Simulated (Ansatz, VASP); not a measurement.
**Two plane-wave programs on AlFe**

The input POSCAR:

```
AlFe
1.0
    0.0000000000      3.0512657936      3.0512657936
    0.0000000000     -3.0512657936      3.0512657936
    2.7109428530      0.0000000000      0.0000000000
Al Fe
2 2
Direct
    0.0000000000      0.0000000000      0.0000000000
    0.5000000000      0.5000000000      0.0000000000
    0.5000000000      0.0000000000      0.5000000000
    1.0000000000      0.5000000000      0.5000000000
```

File INCAR.step1:

```
SYSTEM = AlFe
ALGO = Normal ; EDIFF = 1E-5
ENCUT = 660 ; GGA = PE
GGA_COMPAT = .False. ; ISMEAR = 0
ISPIN = 2 ; KPAR = 4
LASPH = .True. ; LCHARG = .False.
LMAXMIX = 4 ; LREAL = .False.
LWAVE = .True. ; MAGMOM = 0 0 2.49 -2.49
NBANDS = 23 ; NELM = 200
PREC = Accurate ; SIGMA = 0.05
```

INCAR.step2

```
SYSTEM = AlFe
ALGO = Normal ; EDIFF = 1E-6
ENCUT = 660 ; GGA_COMPAT = .False.
ISIF = 2 ; ISMEAR = 0
ISPIN = 2 ; ISTART = 1
KPAR = 4 ; LASPH = .True.
LCHARG = .False. ; LMAXMIX = 4
LMIXTAU = .True. ; LORBIT = 11
LREAL = .False. ; LWAVE = .False.
MAGMOM = 0 0 2.49 -2.49 ; METAGGA = R2SCAN
NBANDS = 23 ; NELM = 200
PREC = Accurate ; SIGMA = 0.05
```

File KPOINTS:

```
k-points
0
Gamma
  12 12 16
  0 0 0
```

Input for Ansatz:

```yaml
crystal:
  lattice:
    - [0.0, 3.0512657936, 3.0512657936]
    - [0.0, -3.0512657936, 3.0512657936]
    - [2.710942853, 0.0, 0.0]
  atoms:
    - { symbol: Al, position: [0.0, 0.0, 0.0] }
    - { symbol: Fe, position: [0.5, 0.0, 0.5], spin: 2.49 }
    - { symbol: Al, position: [0.5, 0.5, 0.0] }
    - { symbol: Fe, position: [1.0, 0.5, 0.5], spin: -2.49 }
basis:
  ecutwfc: 500
  ecutrho_ratio: 4
kpoints:
  mp_grid: { grid: [12, 12, 16] }
  band_path:
    path:
      - [[0.0, 0.0, 0.0], [-0.5, 0.5, 0.0], [-1.0, 0.0, 0.0], [0.0, 0.0, 0.0], [0.0, 0.0, -0.5], [-0.5, 0.5, -0.5], [-1.0, 0.0, -0.5], [0.0, 0.0, -0.5]]
      - [[-0.5, 0.5, 0.0], [-0.5, 0.5, -0.5]]
      - [[-1.0, 0.0, 0.0], [-1.0, 0.0, -0.5]]
    npoints: 14
hamiltonian:
  xc: r2scan
scf:
  occupations: { method: gaussian, width: 0.05 }
  n_extra_bands: 22
output:
  forces: true
  stress: true
  eigenvalues: true
  populations: true
  dos: { projected: true, de: 0.02, nscf_kmesh: { grid: [18, 18, 24] } }
  bader: true
magnetization:
  spin_polarized: true
checkpoint:
  read: start.run
  write: ck
  compress: false
  write_wavefunctions: false
  write_every: 100000
```

Alike in both runs: task single point; functional r2SCAN; k mesh 12 × 12 × 16; occupations gaussian, width 0.05 eV; collinear spin.

```csv
,VASP,Ansatz
version,VASP 6.6.1,Ansatz 0.2.0
potentials or method,"VASP PAW PBE potentials, release 64 (Al, Fe), cutoff 660 eV","scalar-relativistic, plane waves, PAW"
valence electrons in the cell,22,38
```

```tsv
	VASP	Ansatz	Ansatz less VASP
gap on the k mesh at the Fermi level (eV)	none	none	-
pressure (GPa)	-0.5	0.0	+0.53
net moment per atom (μB)	0.00	0.00	0.000
size of the moment on the site where the two differ most (μB)	2.24	2.26	+0.020
```

VASP's potentials were made for PBE, not for r2SCAN. Site moments also hang on the region over which each program counts them. A gap of «none» marks a metal or a gap that the smearing closes. With one functional, cell and mesh, what is left measures potentials, basis and numerics. VASP's potentials hold 22 valence electrons a cell and Ansatz's 38, so a difference there can come from the potentials and not from the codes. Ansatz's warnings: stability check not made.
